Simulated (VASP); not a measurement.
# Hf (P6_3/mmc) in VASP: notebook

Runs on Hf. Level: PBEsol. Tasks: single point.

Everything below comes from runs of VASP 6.6.1. Logs are shortened: lines on timing, memory, paths and dates and some standing lists are left out, and cuts for length are marked.

## (1) The cell of the first run

It takes space group P6_3/mmc (No. 194, hexagonal). Conventional cell: a = 3.002 Å, b = 3.002 Å, c = 4.697 Å, α = 90.00°, β = 90.00°, γ = 120.00°. Within 3.8 Å of Hf (site symmetry -6m2) lie 12 Hf at 2.92 to 3.00 Å.

## (2) Single point, PBEsol

The input, INCAR:

```
SYSTEM = Hf
ALGO     = Fast           ! electronic algorithm
EDIFF    = 1E-7           ! SCF threshold, eV
ENCUT    = 520            ! plane-wave cutoff, eV
GGA      = PS             ! functional
ISIF     = 2              ! what is computed and relaxed
ISMEAR   = 0              ! smearing method
LASPH    = .True.         ! aspherical terms in the spheres
LCHARG   = .False.        ! write CHGCAR
LREAL    = .False.        ! projectors in reciprocal space
LWAVE    = .False.        ! write WAVECAR
NBANDS   = 17             ! bands
NELM     = 60             ! most SCF steps
PREC     = Accurate       ! precision mode
SIGMA    = 0.15           ! smearing width, eV
```

The input, KPOINTS:

```
k-points
0
Gamma
  18 18 10
  0 0 0
```

The input, POSCAR:

```
Hf
1.0
    3.0023000000      0.0000000000      0.0000000000
   -1.5011500000      2.6000680698      0.0000000000
    0.0000000000      0.0000000000      4.6965000000
Hf
2
Direct
    0.3333333333      0.6666666667      0.2500000000
    0.6666666667      0.3333333333      0.7500000000
```

Potentials or basis: VASP PAW PBE potentials, release 64 (Hf_pv).

Started as:

```
> cat potpaw_PBE.64/Hf_pv/POTCAR > POTCAR
> mpirun -np 1 vasp_std > vasp.out
```

OUTCAR:

```text
SYSTEM = Hf
   EDIFF = 1E-7
   ENCUT = 520
   GGA = PS
   ISIF = 2
   ISMEAR = 0
   LASPH = .True.
   LREAL = .False.
   NELM = 60
   PREC = Accurate

 ion  position               nearest neighbor table
   1  0.333  0.667  0.250-   2 2.92   2 2.92   2 2.92   2 2.92   2 2.92   2 2.92
   2  0.667  0.333  0.750-   1 2.92   1 2.92   1 2.92   1 2.92   1 2.92   1 2.92

  LATTYP: Found a hexagonal cell.
 ALAT       =     3.0023000000
 C/A-ratio  =     1.5643007028

  Lattice vectors:

 A1 = (   3.0023000000,   0.0000000000,   0.0000000000)
 A2 = (  -1.5011500000,   2.6000680698,   0.0000000000)
 A3 = (   0.0000000000,   0.0000000000,   4.6965000000)

Analysis of symmetry for initial positions (statically):
=====================================================================
 Subroutine PRICEL returns:
 Original cell was already a primitive cell.

 Routine SETGRP: Setting up the symmetry group for a
 hexagonal supercell.

 Subroutine GETGRP returns: Found 24 space group operations
 (whereof 12 operations were pure point group operations)
 out of a pool of 24 trial point group operations.

The static configuration has the point symmetry D_3d.
 The point group associated with its full space group is D_6h.

Analysis of symmetry for dynamics (positions and initial velocities):
=====================================================================
 Subroutine PRICEL returns:
 Original cell was already a primitive cell.

 Routine SETGRP: Setting up the symmetry group for a
 hexagonal supercell.

 Subroutine GETGRP returns: Found 24 space group operations
 (whereof 12 operations were pure point group operations)
 out of a pool of 24 trial point group operations.

The dynamic configuration has the point symmetry D_3d.
 The point group associated with its full space group is D_6h.

 Subroutine INISYM returns: Found 24 space group operations
 (whereof 12 operations are pure point group operations),
 and found     1 'primitive' translations

----------------------------------------------------------------------------------------

                                     Primitive cell

  volume of cell :      36.6617

  direct lattice vectors                    reciprocal lattice vectors
     3.002300000  0.000000000  0.000000000     0.333077974  0.192302658  0.000000000
    -1.501150000  2.600068070  0.000000000     0.000000000  0.384605315  0.000000000
     0.000000000  0.000000000  4.696500000     0.000000000  0.000000000  0.212924518

  length of vectors
     3.002300000  3.002300000  4.696500000     0.384605315  0.384605315  0.212924518

  position of ions in fractional coordinates (direct lattice)
     0.333333333  0.666666667  0.250000000
     0.666666667  0.333333333  0.750000000

  ion indices of the primitive-cell ions
   primitive index   ion index
                 1           1
                 2           2

----------------------------------------------------------------------------------------

 KPOINTS: k-points

Automatic generation of k-mesh.
 Grid dimensions read from file:
 generate k-points for:   18   18   10

 Generating k-lattice:

  Cartesian coordinates                     Fractional coordinates (reciprocal lattice)
     0.018504332  0.010683481  0.000000000     0.055555556  0.000000000  0.000000000
     0.000000000  0.021366962  0.000000000     0.000000000  0.055555556  0.000000000
     0.000000000  0.000000000  0.021292452     0.000000000  0.000000000  0.100000000

  Length of vectors
     0.021366962  0.021366962  0.021292452

  Shift w.r.t. Gamma in fractional coordinates (k-lattice)
     0.000000000  0.000000000  0.000000000

 Subroutine IBZKPT returns following result:
 ===========================================

 Found    222 irreducible k-points:

 Following reciprocal coordinates:
            Coordinates               Weight
  0.000000  0.000000  0.000000      1.000000
  0.055556 -0.000000  0.000000      6.000000
  0.111111 -0.000000  0.000000      6.000000
  0.166667 -0.000000  0.000000      6.000000
  0.222222  0.000000  0.000000      6.000000
  0.277778 -0.000000  0.000000      6.000000
[... 16 lines left out ...]
  0.333333  0.111111  0.000000     12.000000
  0.388889  0.111111  0.000000     12.000000
 [... further k-points ...]
   k-points           NKPTS =    222   k-points in BZ     NKDIM =    222   number of bands    NBANDS=     17
   number of dos      NEDOS =    301   number of ions     NIONS =      2
   total plane-waves  NPLWV =  20736
   dimension x,y,z NGX =    24 NGY =   24 NGZ =   36
   dimension x,y,z NGXF=    48 NGYF=   48 NGZF=   72
   ions per type =               2
   NGX,Y,Z   is equivalent  to a cutoff of  13.29, 13.29, 12.74 a.u.
   NGXF,Y,Z  is equivalent  to a cutoff of  26.58, 26.58, 25.49 a.u.
 SYSTEM =  Hf
   PREC   = accura    normal or accurate (medium, high low for compatibility)
   ISTART =      0    job   : 0-new  1-cont  2-samecut
   ICHARG =      2    charge: 1-file 2-atom 10-const
   ISPIN  =      1    spin polarized calculation?
   LNONCOLLINEAR =      F non collinear calculations
   LSORBIT =      F    spin-orbit coupling
   LASPH  =      T    aspherical Exc in radial PAW
   ENCUT  =  520.0 eV  38.22 Ry    6.18 a.u.   5.58  5.58  8.73*2*pi/ulx,y,z
   NELM   =     60;   NELMIN=  2; NELMDL= -5     # of ELM steps
   EDIFF  = 0.1E-06   stopping-criterion for ELM
   LREAL  =      F    real-space projection
   EDIFFG = 0.1E-05   stopping-criterion for IOM
   NSW    =      0    number of steps for IOM
   IBRION =     -1    ionic relax: 0-MD 1-quasi-New 2-CG
   NFREE  =      0    steps in history (QN), initial steepest desc. (CG)
   ISIF   =      2    stress and relaxation
   ISYM   =      2    0-nonsym 1-usesym 2-fastsym
   POTIM  = 0.5000    time-step for ionic-motion
   TEBEG  =    0.0;   TEEND  =   0.0 temperature during run
   PSTRESS=    0.0 pullay stress
   NELECT =      20.0000    total number of electrons
   NUPDOWN=      -1.0000    fix difference up-down
   EMIN   =  10.00;   EMAX   =-10.00  energy-range for DOS
   EFERMI =   0.00;   METHOD = LEGACY
   ISMEAR =     0;   SIGMA  =   0.15  broadening in eV -4-tet -1-fermi 0-gaus
   EFERMI_NEDOS =   21; number of points for ismear=-14 and -15
   IALGO  =     68    algorithm
   IMIX   =      4    mixing-type and parameters
     AMIX     =   0.40;   BMIX     =  1.00
     AMIX_MAG =   1.60;   BMIX_MAG =  1.00
  volume/ion in A,a.u.               =      18.33       123.70
  Fermi-wavevector in a.u.,A,eV,Ry     =   1.337664  2.527819 24.345525  1.789346
  Thomas-Fermi vector in A             =   2.466195
   LORBIT       =      0    0 simple, 1 ext, 2 COOP (PROOUT), +10 PAW based schemes
   GGA     = PS    functional components
   LHFCALC =     F    Hartree Fock is set to
   AEXX    =    0.0000 exact exchange contribution
   IVDW    =     0    specifies the selected vdW correction
   LEPSILON=     F    determine dielectric tensor
   LRPA    =     F    only Hartree local field effects (RPA)
 non-spin polarized calculation
 RMM-DIIS sequential band-by-band and
 Gauss-broadening in eV      SIGMA  =   0.15
  energy-cutoff  :      520.00
  volume of cell :       36.66
 maximum number of plane-waves:      1020
 NGX is ok and might be reduce to    24
   NGX = 11   NGY = 11   NGZ = 17

 number of electron      19.9999998 magnetization

 Free energy of the ion-electron system (eV)
  ---------------------------------------------------
  ext. energy  EPLUGINS =         0.00000000
  ---------------------------------------------------
  free energy    TOTEN  =       -20.57771305 eV

  energy without entropy =      -20.56149246  energy(sigma->0) =      -20.56960275

 E-fermi :   6.2491     XC(G=0): -12.3372

 val. band max:        6.2477514778   @ k =   0.2222   0.2222   0.4000
 cond. band min:       6.2515871158   @ k =   0.1111   0.0556   0.3000
 fundamental gap:      0.0038356380
 Fermi energy:         6.2491492096

 k-point     1 :       0.0000    0.0000    0.0000
  band No.  band energies     occupation
      1     -24.8591      2.00000
      2     -23.4595      2.00000
      3     -23.4595      2.00000
      4     -23.2108      2.00000
      5     -23.2108      2.00000
      6     -23.1703      2.00000
[... 9 lines left out ...]
     16       9.1464      0.00000
     17      12.6433      0.00000

 k-point     2 :       0.0556   -0.0000    0.0000
  band No.  band energies     occupation
      1     -24.8439      2.00000
      2     -23.4929      2.00000
      3     -23.4708      2.00000
      4     -23.2465      2.00000
      5     -23.2145      2.00000
      6     -23.1776      2.00000
[... 9 lines left out ...]
     16       9.0255      0.00000
     17      12.7658      0.00000

 k-point     3 :       0.1111   -0.0000    0.0000
  band No.  band energies     occupation
      1     -24.7994      2.00000
      2     -23.5890      2.00000
      3     -23.5028      2.00000
      4     -23.3475      2.00000
      5     -23.2257      2.00000
      6     -23.1997      2.00000
[... 9 lines left out ...]
     16       8.8840      0.00000
     17      13.0356      0.00000

 k-point     4 :       0.1667   -0.0000    0.0000
  band No.  band energies     occupation
      1     -24.7278      2.00000
      2     -23.7357      2.00000
      3     -23.5501      2.00000
      4     -23.4967      2.00000
      5     -23.2443      2.00000
      6     -23.2366      2.00000
[... 9 lines left out ...]
     16       9.3974      0.00000
     17      13.3773      0.00000
[... 343 lines left out ...]
      1     -24.3683      2.00000
      2     -24.2593      2.00000
      3     -24.0529      2.00000
      4     -23.7341      2.00000
      5     -23.4529      2.00000
      6     -23.3978      2.00000
[... 9 lines left out ...]
     16      12.6621      0.00000
     17      13.8970      0.00000

 k-point    23 :       0.3333    0.1111    0.0000
  band No.  band energies     occupation
      1     -24.3919      2.00000
      2     -24.2527      2.00000
      3     -24.1360      2.00000
      4     -23.8026      2.00000
      5     -23.5351      2.00000
      6     -23.4264      2.00000
[... 9 lines left out ...]
     16      13.7146      0.00000
     17      13.9918      0.00000

 k-point    24 :       0.3889    0.1111    0.0000
  band No.  band energies     occupation
      1     -24.4773      2.00000
      2     -24.1898      2.00000
      3     -24.1584      2.00000
      4     -23.8467      2.00000
      5     -23.6075      2.00000
      6     -23.4450      2.00000
[... 9 lines left out ...]
     16      14.0444      0.00000
     17      14.6557      0.00000

 [... further k-points ...]
[... 5 lines left out ...]
  --------------------------------------------------------------------------------------
  -------------------------------------------------------------------------------------
  Total        5.2920596      5.2920596      6.1289187     -0.0000000      0.0000000     -0.0000000
  in kB      231.2715323    231.2715323    267.8436216     -0.0000000      0.0000000     -0.0000000
  external PRESSURE =     243.4622288 kB  Pullay stress =       0.0000000 kB

 VOLUME and BASIS-vectors are now :
 -----------------------------------------------------------------------------
  energy-cutoff  :      520.00
  volume of cell :       36.66
      direct lattice vectors                 reciprocal lattice vectors
     3.002300000  0.000000000  0.000000000     0.333077974  0.192302658  0.000000000
    -1.501150000  2.600068070  0.000000000     0.000000000  0.384605315  0.000000000
     0.000000000  0.000000000  4.696500000     0.000000000  0.000000000  0.212924518

 POSITION                                       TOTAL-FORCE (eV/Angst)
 -----------------------------------------------------------------------------------
     -0.00000      1.73338      1.17413         0.000000      0.000000      0.000000
      1.50115      0.86669      3.52238        -0.000000     -0.000000      0.000000
 -----------------------------------------------------------------------------------
    total drift:                                0.000000     -0.000000      0.000000

  FREE ENERGIE OF THE ION-ELECTRON SYSTEM (eV)
  ---------------------------------------------------
  free  energy   TOTEN  =       -20.5777130469 eV

  energy  without entropy=      -20.5614924575  energy(sigma->0) =      -20.56960275
```

Wall time 88 s (1 thread of Intel Xeon 6975P-C, shared host); peak memory 0.24 GiB.

Results:

* Free energy: -20.5777 eV
* Pressure: 24.3 GPa
* Band gap on the k mesh: zero (bands 10 and 11 overlap by 1.63 eV)

Stress tensor (GPa, compression positive):
```
23.13  0.00  0.00
 0.00 23.13  0.00
 0.00  0.00 26.78
```

Caveat: the cell stands under pressure; the PAW data sets were made with another functional, which shifts forces and pressure a little; spin-orbit coupling is left out, which moves the levels of the heavy elements.

## (3) Single point, PBEsol

This run uses another cell than the first one, of 19.01 Å³/atom.

The input, INCAR:

```
ALGO = Fast ; EDIFF = 1E-6
ENCUT = 520 ; GGA = PS
ISIF = 2 ; ISMEAR = 0
LASPH = True ; LCHARG = True
LELF = True ; LREAL = False
LVHAR = True ; LWAVE = False
NBANDS = 17 ; NELM = 60
PREC = Accurate ; SIGMA = 0.15
```

The input, KPOINTS:

```
k-points
0
Gamma
  18 18 10
```

The input, POSCAR:

```
Hf
1.0
    3.1602689342      0.0000000000      0.0000000000
   -1.5801344671      2.7368731798      0.0000000000
    0.0000000000      0.0000000000      4.3967000000
Hf
2
Direct
    0.3333333333      0.6666666667      0.2500000000
    0.6666666667      0.3333333333      0.7500000000
```

Potentials or basis: VASP PAW PBE potentials, release 64 (Hf_pv).

Started as:

```
> cat potpaw_PBE.64/Hf_pv/POTCAR > POTCAR
> mpirun -np 1 vasp_std > vasp.out
```

OUTCAR:

```text
EDIFF = 1E-6
   ENCUT = 520
   GGA = PS
   ISIF = 2
   ISMEAR = 0
   LASPH = True
   LREAL = False
   NELM = 60
   PREC = Accurate

 ion  position               nearest neighbor table
   1  0.333  0.667  0.250-   2 2.86   2 2.86   2 2.86   2 2.86   2 2.86   2 2.86
   2  0.667  0.333  0.750-   1 2.86   1 2.86   1 2.86   1 2.86   1 2.86   1 2.86

  LATTYP: Found a hexagonal cell.
 ALAT       =     3.1602689342
 C/A-ratio  =     1.3912423568

  Lattice vectors:

 A1 = (   3.1602689342,   0.0000000000,   0.0000000000)
 A2 = (  -1.5801344671,   2.7368731798,   0.0000000000)
 A3 = (   0.0000000000,   0.0000000000,   4.3967000000)

Analysis of symmetry for initial positions (statically):
=====================================================================
 Subroutine PRICEL returns:
 Original cell was already a primitive cell.

 Routine SETGRP: Setting up the symmetry group for a
 hexagonal supercell.

 Subroutine GETGRP returns: Found 24 space group operations
 (whereof 12 operations were pure point group operations)
 out of a pool of 24 trial point group operations.
[... 160 lines left out ...]
  ---------------------------------------------------
  ext. energy  EPLUGINS =         0.00000000
  ---------------------------------------------------
  free energy    TOTEN  =       -20.53440430 eV

  energy without entropy =      -20.51921152  energy(sigma->0) =      -20.52680791

 E-fermi :   5.9224     XC(G=0): -12.1484

 val. band max:        5.9165993669   @ k =   0.2778   0.2222   0.5000
 cond. band min:       5.9260978006   @ k =   0.0556  -0.0000   0.4000
 fundamental gap:      0.0094984337
 Fermi energy:         5.9224053864

 k-point     1 :       0.0000    0.0000    0.0000
  band No.  band energies     occupation
      1     -25.3091      2.00000
      2     -24.1006      2.00000
      3     -24.1006      2.00000
      4     -23.7185      2.00000
      5     -23.7185      2.00000
      6     -23.5226      2.00000
[... 457 lines left out ...]
      4     -24.3296      2.00000
      5     -24.0671      2.00000
      6     -23.8072      2.00000
[... 9 lines left out ...]
     16      13.2203      0.00000
     17      14.2606      0.00000

 [... further k-points ...]
[... 5 lines left out ...]
  --------------------------------------------------------------------------------------
  -------------------------------------------------------------------------------------
  Total        3.0016708      3.0016708      7.5673514      0.0000000     -0.0000000      0.0000000
  in kB      126.4643423    126.4643423    318.8224774      0.0000000     -0.0000000      0.0000000
  external PRESSURE =     190.5837207 kB  Pullay stress =       0.0000000 kB

 VOLUME and BASIS-vectors are now :
 -----------------------------------------------------------------------------
  energy-cutoff  :      520.00
  volume of cell :       38.03
      direct lattice vectors                 reciprocal lattice vectors
     3.160268934  0.000000000  0.000000000     0.316428766  0.182690233  0.000000000
    -1.580134467  2.736873180  0.000000000     0.000000000  0.365380467  0.000000000
     0.000000000  0.000000000  4.396700000     0.000000000  0.000000000  0.227443310

 POSITION                                       TOTAL-FORCE (eV/Angst)
 -----------------------------------------------------------------------------------
     -0.00000      1.82458      1.09918         0.000000     -0.000000      0.000000
      1.58013      0.91229      3.29753        -0.000000      0.000000      0.000000
 -----------------------------------------------------------------------------------
    total drift:                               -0.000000      0.000000     -0.000000

  FREE ENERGIE OF THE ION-ELECTRON SYSTEM (eV)
  ---------------------------------------------------
  free  energy   TOTEN  =       -20.5344043032 eV

  energy  without entropy=      -20.5192115176  energy(sigma->0) =      -20.52680791
```

Wall time 82 s (1 thread of Intel Xeon 6975P-C, shared host); peak memory 0.25 GiB.

What came out:

| Item | Value |
| --- | --- |
| Free energy | -20.5344 eV |
| Pressure | 19.1 GPa |
| Band gap on the k mesh | zero (bands 10 and 11 overlap by 1.49 eV) |

Caveat: the stress differs along the axes, from 13 to 32 GPa; the PAW data sets were made with another functional, which shifts forces and pressure a little; spin-orbit coupling is left out, which moves the levels of the heavy elements.

(Part 1 of 2 ends here.)
